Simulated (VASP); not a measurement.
Set up this calculation in VASP 6.6.1, as the native input.

```
Task                   : single point
Functional             : PBEsol
Potentials or basis    : VASP PAW PBE potentials, release 64 (Ca_sv, H, Pd)
Cutoff                 : 520 eV
k mesh                 : 7 × 7 × 7
Occupations            : fermi-dirac, width 0.05 eV
Spin                   : no spin polarisation
Dipole correction      : no
Further INCAR settings : ALGO = Normal; EDIFF = 1e-07; NBANDS = 20
```

The structure of CaH3Pd lies in POSCAR:

```
CaH3Pd
1.0
    3.5909301108      0.0000000000      0.0000000000
    0.0000000000      3.5909301108      0.0000000000
    0.0000000000      0.0000000000      3.5909301108
Ca H Pd
1 3 1
Direct
    0.5000000000      0.5000000000      0.5000000000
    0.5000000000      0.0000000000      0.0000000000
    0.0000000000      0.5000000000      0.0000000000
    0.0000000000      0.0000000000      0.5000000000
    0.0000000000      0.0000000000      0.0000000000
```

These files were run (other wordings do the same):

INCAR

```
SYSTEM = CaH3Pd
ALGO = Normal
EDIFF = 1E-7
ENCUT = 520
GGA = PS
ISIF = 2
ISMEAR = -1
LASPH = .TRUE.
LCHARG = .TRUE.
LELF = .TRUE.
LREAL = .FALSE.
LVHAR = .TRUE.
LWAVE = .FALSE.
NBANDS = 20
NELM = 60
PREC = Accurate
SIGMA = 0.05
```

KPOINTS

```
k-points
0
G
  7 7 7
  0 0 0
```

Potentials or basis: VASP PAW PBE potentials, release 64 (Ca_sv, H, Pd).

Launch:

```console
$ cat potpaw_PBE.64/Ca_sv/POTCAR potpaw_PBE.64/H/POTCAR potpaw_PBE.64/Pd/POTCAR > POTCAR
$ mpirun -np 1 vasp_std > vasp.out
```

Results of the run:

```yaml
Pressure: 8.2 GPa
```

Caveat: the PAW data sets were made with another functional, which shifts forces and pressure a little.

Wall time 11 s on 1 thread of Intel(R) Xeon(R) 6975P-C (Granite Rapids), on a shared host, peak memory 0.16 GiB.
